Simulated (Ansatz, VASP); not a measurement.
## Ti: VASP beside Ansatz

```
Ti
1.0
     3.14050    0.00000    0.00000
    -1.57025    2.71975    0.00000
     0.00000    0.00000    4.82400
Ti
2
Direct
  0.33333 0.66667 0.25000
  0.66667 0.33333 0.75000
```

Alike in both runs: task single point; functional r2SCAN; k mesh 18 × 18 × 10; no spin polarisation.

```csv
,VASP,Ansatz
version,VASP 6.6.1,Ansatz 0.2.0
potentials or method,"VASP PAW PBE potentials, release 64 (Ti_sv), cutoff 520 eV","scalar-relativistic, plane waves, PAW"
occupations,"methfessel-paxton of order 1, width 0.05 eV","cold, width 0.05 eV"
valence electrons in the cell,24,24
```

|  | VASP | Ansatz | Ansatz less VASP |
| --- | --- | --- | --- |
| gap on the k mesh at the Fermi level (eV) | none | none | - |
| pressure (GPa) | -14.7 | -15.0 | -0.23 |
| traceless stress, the component that is largest in VASP (GPa) | 1.72 | 1.66 | -0.055 |

VASP's potentials were made for PBE, not for r2SCAN. A gap of «none» marks a metal or a gap that the smearing closes.
